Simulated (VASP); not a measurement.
Set up this calculation in VASP 6.6.1, as the native input.

| Item | Value |
| --- | --- |
| Task | single point |
| Functional | PBE |
| Potentials or basis | VASP PAW PBE potentials, release 64 (Mo_sv, S) |
| Cutoff | 520 eV |
| k mesh | 10 × 10 × 1 |
| Occupations | fermi-dirac, width 0.05 eV |
| Spin | no spin polarisation |
| Dipole correction | no |
| Further INCAR settings | ALGO = Normal; EDIFF = 1e-06; NBANDS = 28 |

The structure of MoS lies in POSCAR:

```
MoS
1.0
    3.1841260822      0.0000000000      0.0000000000
   -1.5920630411      2.7575340760      0.0000000000
    0.0000000000      0.0000000000     32.3345999500
Mo S
2 2
Direct
    0.0000000000      0.0000000000      0.2319496766
    0.0000000000      0.0000000000      0.7680503234
    0.3333333300      0.6666666600      0.2799269210
    0.3333333300      0.6666666600      0.7200730790
```

The input as run:

INCAR

```
PREC = Accurate
ENCUT = 520
EDIFF = 1E-6
ISMEAR = -1
SIGMA = 0.05
LREAL = F
LASPH = T
NELM = 100
ALGO = Normal
ISIF = 2
LWAVE = F
LCHARG = F
GGA = PE
NBANDS = 28
```

KPOINTS

```
Automatic mesh
0
Gamma
  10 10 1
```

Potentials or basis: VASP PAW PBE potentials, release 64 (Mo_sv, S).

Command:

```sh
$ cat potpaw_PBE.64/Mo_sv/POTCAR potpaw_PBE.64/S/POTCAR > POTCAR
$ mpirun -np 1 vasp_std > vasp.out
```

It gave:

```
Largest force          : 0.864 eV/Å
Band gap on the k mesh : zero (band 20 reaches -1.36 eV, above the bottom of band 21 at -1.43 eV)
```

Wall time 92 s on 1 thread of Intel(R) Xeon(R) Platinum 8488C (Sapphire Rapids), with other jobs on the host, peak memory 0.4 GiB.
